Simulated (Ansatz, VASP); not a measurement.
Co in VASP and in Ansatz

```
CELL_PARAMETERS angstrom
2.29584 0.00000 0.00000
-1.14792 1.98825 0.00000
0.00000 0.00000 14.00000
ATOMIC_POSITIONS crystal
Co 0.00000 0.00000 0.50000
```

Alike in both runs: task single point; functional PBE; k mesh 12 × 12 × 1; occupations gaussian, width 0.1 eV; collinear spin.

|  | VASP | Ansatz |
| --- | --- | --- |
| version | VASP 6.6.1 | Ansatz 0.2.0 |
| potentials or method | VASP PAW PBE potentials, release 64 (Co), cutoff 520 eV | scalar-relativistic, plane waves, PAW |
| valence electrons in the cell | 9 | 17 |

```csv
,VASP,Ansatz,Ansatz less VASP
gap on the k mesh at the Fermi level (eV),none,none,-
net moment per atom (μB),1.82,1.81,-0.003
size of the moment on the site where the two differ most (μB),1.83,1.86,+0.024
```

Site moments also hang on the region over which each program counts them. A gap of «none» marks a metal or a gap that the smearing closes. VASP's potentials hold 9 valence electrons a cell and Ansatz's 17, so a difference there can come from the potentials and not from the codes. Ansatz's warnings: slab cell height set.
